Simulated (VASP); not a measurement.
# As (Fm-3m) in VASP: notebook

The runs below take As through relaxation of cell and atoms, with PBE.

Program: VASP 6.6.1. These are calculated values, not measurements. Logs are shortened: lines on timing, memory, paths and dates and some standing lists are left out, and cuts for length are marked.

**1. The cell of the first run**

The structure is cubic, space group Fm-3m (No. 225). The conventional cell has a = 3.799 Å, b = 3.799 Å, c = 3.799 Å, α = 90.00°, β = 90.00°, γ = 90.00°. Within 3.5 Å of As (site symmetry m-3m) lie 12 As at 2.69 Å.

**2. Relaxation of cell and atoms, PBE, target pressure 56 GPa, at which the enthalpy is minimised**

The input, INCAR:

```
SYSTEM = As
PREC     = Accurate       ! precision mode
ENCUT    = 600            ! plane-wave cutoff, eV
EDIFF    = 1E-6           ! SCF threshold, eV
ISMEAR   = -1             ! smearing method
SIGMA    = 0.08           ! smearing width, eV
LREAL    = .False.        ! projectors in reciprocal space
LASPH    = .True.         ! aspherical terms in the spheres
NELM     = 100            ! most SCF steps
ALGO     = Normal         ! electronic algorithm
ISIF     = 3              ! what is computed and relaxed
LWAVE    = .False.        ! write WAVECAR
LCHARG   = .False.        ! write CHGCAR
GGA      = PE             ! functional
IBRION   = 2              ! ionic algorithm
NSW      = 32             ! ionic steps
EDIFFG   = -0.005         ! ionic threshold
PSTRESS  = 560.0
```

The input, KPOINTS:

```
Automatic mesh
0
Gamma
  17 17 17
  0 0 0
```

The input, POSCAR:

```
As
1.0
    0.0000000000      1.8995602850      1.8995602850
    1.8995602850      0.0000000000      1.8995602850
    1.8995602850      1.8995602850      0.0000000000
As
1
Direct
    0.0000000000      0.0000000000      0.0000000000
```

Potentials or basis: VASP PAW PBE potentials, release 64 (As).

Started as:

```bash
$ cat potpaw_PBE.64/As/POTCAR > POTCAR
$ mpirun -np 1 vasp_std > vasp.out
```

OUTCAR:

```text
SYSTEM = As
   PREC = Accurate
   ENCUT = 600
   EDIFF = 1E-6
   ISMEAR = -1
   LREAL = .False.
   LASPH = .True.
   NELM = 100
   ISIF = 3
   GGA = PE
   IBRION = 2
   NSW = 32
   EDIFFG = -0.005
   PSTRESS = 560.0

 ion  position               nearest neighbor table
   1  0.000  0.000  0.000-

  LATTYP: Found a face centered cubic cell.
 ALAT       =     3.7991205700

  Lattice vectors:

 A1 = (   0.0000000000,   1.8995602850,   1.8995602850)
 A2 = (   1.8995602850,   0.0000000000,   1.8995602850)
 A3 = (   1.8995602850,   1.8995602850,   0.0000000000)

Analysis of symmetry for initial positions (statically):
=====================================================================
 Subroutine PRICEL returns:
 Original cell was already a primitive cell.

 Routine SETGRP: Setting up the symmetry group for a
 face centered cubic supercell.

 Subroutine GETGRP returns: Found 48 space group operations
 (whereof 48 operations were pure point group operations)
 out of a pool of 48 trial point group operations.

The static configuration has the point symmetry O_h .

Analysis of symmetry for dynamics (positions and initial velocities):
=====================================================================
 Subroutine PRICEL returns:
 Original cell was already a primitive cell.

 Routine SETGRP: Setting up the symmetry group for a
 face centered cubic supercell.

 Subroutine GETGRP returns: Found 48 space group operations
 (whereof 48 operations were pure point group operations)
 out of a pool of 48 trial point group operations.

The dynamic configuration has the point symmetry O_h .

 Subroutine INISYM returns: Found 48 space group operations
 (whereof 48 operations are pure point group operations),
 and found     1 'primitive' translations

----------------------------------------------------------------------------------------

                                     Primitive cell

  volume of cell :      13.7085

  direct lattice vectors                    reciprocal lattice vectors
     0.000000000  1.899560285  1.899560285    -0.263218811  0.263218811  0.263218811
     1.899560285  0.000000000  1.899560285     0.263218811 -0.263218811  0.263218811
     1.899560285  1.899560285  0.000000000     0.263218811  0.263218811 -0.263218811

  length of vectors
     2.686383918  2.686383918  2.686383918     0.455908354  0.455908354  0.455908354

  position of ions in fractional coordinates (direct lattice)
     0.000000000  0.000000000  0.000000000

  ion indices of the primitive-cell ions
   primitive index   ion index
                 1           1

----------------------------------------------------------------------------------------

 KPOINTS: Automatic mesh

Automatic generation of k-mesh.
 Grid dimensions read from file:
 generate k-points for:   17   17   17

 Generating k-lattice:

  Cartesian coordinates                     Fractional coordinates (reciprocal lattice)
    -0.015483459  0.015483459  0.015483459     0.058823529  0.000000000  0.000000000
     0.015483459 -0.015483459  0.015483459     0.000000000  0.058823529  0.000000000
     0.015483459  0.015483459 -0.015483459     0.000000000  0.000000000  0.058823529

  Length of vectors
     0.026818138  0.026818138  0.026818138

  Shift w.r.t. Gamma in fractional coordinates (k-lattice)
     0.000000000  0.000000000  0.000000000

 Subroutine IBZKPT returns following result:
 ===========================================

 Found    165 irreducible k-points:

 Following reciprocal coordinates:
            Coordinates               Weight
  0.000000  0.000000  0.000000      1.000000
  0.058824  0.000000  0.000000      8.000000
  0.117647  0.000000  0.000000      8.000000
  0.176471  0.000000  0.000000      8.000000
  0.235294  0.000000  0.000000      8.000000
  0.294118  0.000000  0.000000      8.000000
[... 16 lines left out ...]
 -0.176471  0.058824  0.000000     24.000000
 -0.117647  0.058824  0.000000     24.000000
 [... further k-points ...]
   k-points           NKPTS =    165   k-points in BZ     NKDIM =    165   number of bands    NBANDS=      6
   number of dos      NEDOS =    301   number of ions     NIONS =      1
   total plane-waves  NPLWV =  13824
   dimension x,y,z NGX =    24 NGY =   24 NGZ =   24
   dimension x,y,z NGXF=    48 NGYF=   48 NGZF=   48
   ions per type =               1
   NGX,Y,Z   is equivalent  to a cutoff of  14.85, 14.85, 14.85 a.u.
   NGXF,Y,Z  is equivalent  to a cutoff of  29.70, 29.70, 29.70 a.u.
 SYSTEM =  As
   PREC   = accura    normal or accurate (medium, high low for compatibility)
   ISTART =      0    job   : 0-new  1-cont  2-samecut
   ICHARG =      2    charge: 1-file 2-atom 10-const
   ISPIN  =      1    spin polarized calculation?
   LNONCOLLINEAR =      F non collinear calculations
   LSORBIT =      F    spin-orbit coupling
   LASPH  =      T    aspherical Exc in radial PAW
   ENCUT  =  600.0 eV  44.10 Ry    6.64 a.u.   5.37  5.37  5.37*2*pi/ulx,y,z
   NELM   =    100;   NELMIN=  2; NELMDL= -5     # of ELM steps
   EDIFF  = 0.1E-05   stopping-criterion for ELM
   LREAL  =      F    real-space projection
   EDIFFG = -.5E-02   stopping-criterion for IOM
   NSW    =     32    number of steps for IOM
   IBRION =      2    ionic relax: 0-MD 1-quasi-New 2-CG
   NFREE  =      1    steps in history (QN), initial steepest desc. (CG)
   ISIF   =      3    stress and relaxation
   ISYM   =      2    0-nonsym 1-usesym 2-fastsym
   POTIM  = 0.5000    time-step for ionic-motion
   TEBEG  =    0.0;   TEEND  =   0.0 temperature during run
   PSTRESS=  560.0 pullay stress
   NELECT =       5.0000    total number of electrons
   NUPDOWN=      -1.0000    fix difference up-down
   EMIN   =  10.00;   EMAX   =-10.00  energy-range for DOS
   EFERMI =   0.00;   METHOD = LEGACY
   ISMEAR =    -1;   SIGMA  =   0.08  broadening in eV -4-tet -1-fermi 0-gaus
   EFERMI_NEDOS =   21; number of points for ismear=-14 and -15
   IALGO  =     38    algorithm
   IMIX   =      4    mixing-type and parameters
     AMIX     =   0.40;   BMIX     =  1.00
     AMIX_MAG =   1.60;   BMIX_MAG =  1.00
  volume/ion in A,a.u.               =      13.71        92.51
  Fermi-wavevector in a.u.,A,eV,Ry     =   1.169684  2.210382 18.614945  1.368160
  Thomas-Fermi vector in A             =   2.306153
   LORBIT       =      0    0 simple, 1 ext, 2 COOP (PROOUT), +10 PAW based schemes
   GGA     = PE    functional components
   LHFCALC =     F    Hartree Fock is set to
   AEXX    =    0.0000 exact exchange contribution
   IVDW    =     0    specifies the selected vdW correction
   LEPSILON=     F    determine dielectric tensor
   LRPA    =     F    only Hartree local field effects (RPA)
 conjugate gradient relaxation of ions
 non-spin polarized calculation
  energy-cutoff  :      600.00
  volume of cell :       13.71
 maximum number of plane-waves:       473
 NGX is ok and might be reduce to    24
   NGX = 11   NGY = 11   NGZ = 11

--------------------------------------- Ionic step        1  -------------------------------------------

 number of electron       5.0000000 magnetization

 Free energy of the ion-electron system (eV)
  ---------------------------------------------------
  ext. energy  EPLUGINS =         0.00000000
  ---------------------------------------------------
  free energy    TOTEN  =        -3.38548917 eV

  energy without entropy =       -3.37495780  energy(sigma->0) =       -3.38022348

------------------------ aborting loop because EDIFF is reached ----------------------------------------

  FORCE on cell =-STRESS in cart. coord.  units (eV):
  Direction    XX          YY          ZZ          XY          YZ          ZX
  --------------------------------------------------------------------------------------
  -------------------------------------------------------------------------------------
  Total        4.8823186      4.8823186      4.8823186     -0.0000000      0.0000000     -0.0000000
  in kB      570.6206142    570.6206142    570.6206142     -0.0000000      0.0000000     -0.0000000
  external PRESSURE =      10.6206142 kB  Pullay stress =     560.0000000 kB
[... 59 lines left out ...]
  enthalpy is  TOTEN    =         1.4068969266 eV   P V=        4.8547391028

--------------------------------------- Ionic step        3  -------------------------------------------

 number of electron       5.0000000 magnetization

 Free energy of the ion-electron system (eV)
  ---------------------------------------------------
  ext. energy  EPLUGINS =         0.00000000
  ---------------------------------------------------
  free energy    TOTEN  =        -3.40304684 eV

  energy without entropy =       -3.39231269  energy(sigma->0) =       -3.39767976

 E-fermi :  10.8790     XC(G=0): -12.2683

 val. band max:       10.8067042874   @ k =  -0.4706   0.4706   0.0588
 cond. band min:      10.8934952290   @ k =  -0.4118   0.4706   0.0588
 fundamental gap:      0.0867909416
 Fermi energy:        10.8789678166

 k-point     1 :       0.0000    0.0000    0.0000
  band No.  band energies     occupation
      1      -7.8153      2.00000
      2      19.6266      0.00000
      3      19.6266      0.00000
      4      19.6266      0.00000
      5      24.5764      0.00000
      6      24.5764      0.00000

 k-point     2 :       0.0588    0.0000    0.0000
  band No.  band energies     occupation
      1      -7.7078      2.00000
      2      18.4439      0.00000
      3      19.4232      0.00000
      4      19.4232      0.00000
      5      24.1578      0.00000
      6      24.9023      0.00000
[... 190 lines left out ...]
 k-point    24 :      -0.1176    0.0588    0.0000
  band No.  band energies     occupation
      1      -7.1350      2.00000
      2      15.1194      0.00000
      3      17.1039      0.00000
      4      19.5113      0.00000
      5      23.9270      0.00000
      6      25.2917      0.00000

 [... further k-points ...]
[... 5 lines left out ...]
  --------------------------------------------------------------------------------------
  -------------------------------------------------------------------------------------
  Total        4.8095335      4.8095335      4.8095335      0.0000000      0.0000000     -0.0000000
  in kB      560.0804783    560.0804783    560.0804783      0.0000000      0.0000000     -0.0000000
  external PRESSURE =       0.0804783 kB  Pullay stress =     560.0000000 kB
[... 16 lines left out ...]
  FREE ENERGIE OF THE ION-ELECTRON SYSTEM (eV)
  ---------------------------------------------------
  free  energy   TOTEN  =        -3.4030468414 eV

  energy  without entropy=       -3.3923126851  energy(sigma->0) =       -3.39767976

  enthalpy is  TOTEN    =         1.4057955424 eV   P V=        4.8088423838

 reached required accuracy - stopping structural energy minimisation
```

Wall time 9.8 s (1 thread of Intel Xeon 6975P-C (Granite Rapids), shared host); peak memory 0.15 GiB.

What came out:

| Item | Value |
| --- | --- |
| Free energy | -3.4030 eV |
| Relaxed volume | 13.76 Å³/atom |
| Relaxed cell | a = 2.690 Å, b = 2.690 Å, c = 2.690 Å, α = 60.00°, β = 60.00°, γ = 60.00° |
| Space group after relaxing (to 0.05 Å) | Fm-3m (No. 225) |
| Energy change on relaxing (the enthalpy is what falls) | -17.6 meV/atom |
| Ionic steps | 3 |
| Pressure after relaxing | 56.0 GPa |

Step by step:
```
step  energy change (eV)  largest force (eV/Å)  pressure (GPa)  volume (Å³)
   1              0.0000                0.0000           57.06        13.71
   2             -0.0624                0.0000           53.35        13.89
   3             -0.0176                0.0000           56.01        13.76
```

Final structure:
```
As
1.0
     0.00000    1.90186    1.90186
     1.90186    0.00000    1.90186
     1.90186    1.90186    0.00000
As
1
Direct
  0.00000 0.00000 0.00000
```

Caveat: the cell is relaxed towards a set pressure, so the enthalpy falls and the energy may rise.

**3. Relaxation of cell and atoms, PBE, target pressure 56 GPa, at which the enthalpy is minimised**

The input, INCAR:

```
SYSTEM = As
PREC     = Accurate       ! precision mode
ENCUT    = 600            ! plane-wave cutoff, eV
EDIFF    = 1E-6           ! SCF threshold, eV
ISMEAR   = -1             ! smearing method
SIGMA    = 0.08           ! smearing width, eV
LREAL    = .FALSE.        ! projectors in reciprocal space
LASPH    = .TRUE.         ! aspherical terms in the spheres
NELM     = 80             ! most SCF steps
ALGO     = Normal         ! electronic algorithm
ISIF     = 3              ! what is computed and relaxed
LWAVE    = .FALSE.        ! write WAVECAR
LCHARG   = .FALSE.        ! write CHGCAR
GGA      = PE             ! functional
IBRION   = 2              ! ionic algorithm
NSW      = 60             ! ionic steps
EDIFFG   = -0.005         ! ionic threshold
PSTRESS  = 560.0
```

The input, KPOINTS:

```
regular mesh
0
G
  17 17 17
  0 0 0
```

The input, POSCAR:

```
As
1.0
    0.0000000000      1.9006596863      1.9006596863
    1.9006596863      0.0000000000      1.9006596863
    1.9006596863      1.9006596863      0.0000000000
As
1
Direct
    0.0000000000      0.0000000000      0.0000000000
```

Potentials or basis: VASP PAW PBE potentials, release 64 (As).

Started as:

```bash
$ cat potpaw_PBE.64/As/POTCAR > POTCAR
$ mpirun -np 1 vasp_std > vasp.out
```

It took 10 s on 1 thread of Intel Xeon 6975P-C (Granite Rapids), shared host; peak memory 0.15 GiB.

Results (log left out):

```yaml
Free_energy: -3.4030 eV
Relaxed_volume: 13.76 Å³/atom
Relaxed_cell: a = 2.690 Å, b = 2.690 Å, c = 2.690 Å, α = 60.00°, β = 60.00°, γ = 60.00°
Space_group_after_relaxing_to_0.05_Å: Fm-3m (No. 225)
Energy_change_on_relaxing_the_enthalpy_is_what_falls: -9.1 meV/atom
Ionic_steps: 3
Pressure_after_relaxing: 56.0 GPa
```

Step by step:
| step | energy change (eV) | largest force (eV/Å) | pressure (GPa) | volume (Å³) |
| --- | --- | --- | --- | --- |
| 1 | 0.0000 | 0.0000 | 56.56 | 13.73 |
| 2 | -0.0332 | 0.0000 | 54.59 | 13.83 |
| 3 | -0.0091 | 0.0000 | 56.01 | 13.76 |

Final structure:
```xyz
1
Lattice="0.0000 1.9019 1.9019 1.9019 0.0000 1.9019 1.9019 1.9019 0.0000" Properties=species:S:1:pos:R:3 pbc="T T T"
As    0.0000    0.0000    0.0000
```

Levels at points of the mesh, in eV from the Fermi level:
```
           k point  band 1  band 2  band 3  band 4  band 5  band 6
(0.00, 0.00, 0.00)  -18.69    8.75    8.75    8.75   13.70   13.70
```

Caveat: the cell is relaxed towards a set pressure, so the enthalpy falls and the energy may rise.
